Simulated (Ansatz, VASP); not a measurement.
**One calculation of SrTiO3, two programs**

The input INCAR:

```
ALGO = Normal
EDIFF = 1E-6
ENCUT = 520
GGA = PE
ISIF = 2
ISMEAR = 0
LASPH = True
LCHARG = False
LREAL = False
LWAVE = False
NBANDS = 28
NELM = 100
PREC = Accurate
SIGMA = 0.05
```

File KPOINTS:

```
k-points
0
Gamma
  6 6 6
```

POSCAR

```
SrTiO3
1.0
    3.7142096357      0.0000000000      0.0000000000
    0.0000000000      3.7142096357      0.0000000000
    0.0000000000      0.0000000000      3.7142096357
Sr Ti O
1 1 3
Direct
    0.5000000000      0.5000000000      0.5000000000
    0.0000000000      0.0000000000      0.0000000000
    0.5000000000      0.0000000000      0.0000000000
    0.0000000000      0.5000000000      0.0000000000
    0.0000000000      0.0000000000      0.5000000000
```

Input for Ansatz:

```yaml
crystal:
  lattice:
    - [3.7142096357, 0.0, 0.0]
    - [0.0, 3.7142096357, 0.0]
    - [0.0, 0.0, 3.7142096357]
  atoms:
    - { symbol: Sr, position: [0.5, 0.5, 0.5] }
    - { symbol: Ti, position: [0.0, 0.0, 0.0] }
    - { symbol: O, position: [0.5, 0.0, 0.0] }
    - { symbol: O, position: [0.0, 0.5, 0.0] }
    - { symbol: O, position: [0.0, 0.0, 0.5] }
basis:
  ecutwfc: 420
  ecutrho_ratio: 4
kpoints:
  mp_grid: { grid: [6, 6, 6] }
hamiltonian:
  xc: pbe
scf:
  occupations: { method: gaussian, width: 0.05 }
output:
  forces: true
  stress: true
  eigenvalues: true
```

Alike in both runs: task single point; functional PBE; k mesh 6 × 6 × 6; occupations gaussian, width 0.05 eV; no spin polarisation.

|  | VASP | Ansatz |
| --- | --- | --- |
| version | VASP 6.6.1 | Ansatz 0.2.0 |
| potentials or method | VASP PAW PBE potentials, release 64 (Sr_sv, Ti_sv, O), cutoff 520 eV | scalar-relativistic, plane waves, PAW |
| valence electrons in the cell | 40 | 40 |

|  | VASP | Ansatz | Ansatz less VASP |
| --- | --- | --- | --- |
| gap on the k mesh at the Fermi level (eV) | 2.11 | 2.15 | +0.041 |
| least direct gap on the mesh (eV) | 2.33 | 2.36 | +0.024 |
